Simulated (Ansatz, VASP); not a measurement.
## ZnO in VASP and in Ansatz

File INCAR:

```
SYSTEM = ZnO
PREC = Accurate
ENCUT = 600
EDIFF = 1E-6
ISMEAR = 0
SIGMA = 0.01
LREAL = .FALSE.
LASPH = .TRUE.
NELM = 100
ALGO = Normal
ISIF = 3
LWAVE = .FALSE.
LCHARG = .FALSE.
GGA = PE
IBRION = 2
NSW = 80
EDIFFG = -0.01
```

The input KPOINTS:

```
Automatic mesh
0
G
  12 12 6
  0 0 0
```

POSCAR

```
ZnO
1.0
    3.2493080000      0.0000000000      0.0000000000
   -1.6246540000      2.8139832727      0.0000000000
    0.0000000000      0.0000000000      5.2057090000
Zn O
2 2
Direct
    0.3333333333      0.6666666667      0.5000000000
    0.6666666667      0.3333333333      0.0000000000
    0.6666666667      0.3333333333      0.3790100000
    0.3333333333      0.6666666667      0.8790100000
```

Input for Ansatz:

```yaml
crystal:
  lattice:
    a: 3.249308
    b: 3.249308
    c: 5.205709
    alpha: 90.0
    beta: 90.0
    gamma: 120.0
  atoms:
    - { symbol: Zn, position: [0.3333333333333333, 0.6666666666666666, 0.5] }
    - { symbol: Zn, position: [0.6666666666666666, 0.3333333333333333, 0.0] }
    - { symbol: O, position: [0.6666666666666666, 0.3333333333333333, 0.37901] }
    - { symbol: O, position: [0.3333333333333333, 0.6666666666666666, 0.87901] }
basis:
  ecutwfc: 420.0
kpoints:
  mp_grid:
    grid: [12, 12, 6]
scf:
  convergence:
    dr2_threshold: 1.0e-09
  occupations:
    method: fixed
relax:
  cell: {}
```

Alike in both runs: task relaxation of cell and atoms; functional PBE; k mesh 12 × 12 × 6; no spin polarisation.

```csv
,VASP,Ansatz
version,VASP 6.6.1,Ansatz 0.2.0
potentials or method,"VASP PAW PBE potentials, release 64 (Zn, O), cutoff 600 eV","plane waves, PAW"
occupations,"gaussian, width 0.01 eV",fixed
valence electrons in the cell,36,36
```

Ansatz gave:

```
relaxed volume (Å³/atom)                                     : 12.33
relaxed cell length with the largest relative difference (Å) : 3.279
```

Which values does VASP return?

Relaxed volume (Å³/atom): 12.39; relaxed cell length with the largest relative difference (Å): 3.286.

Ansatz's warnings: stress scf threshold loose.
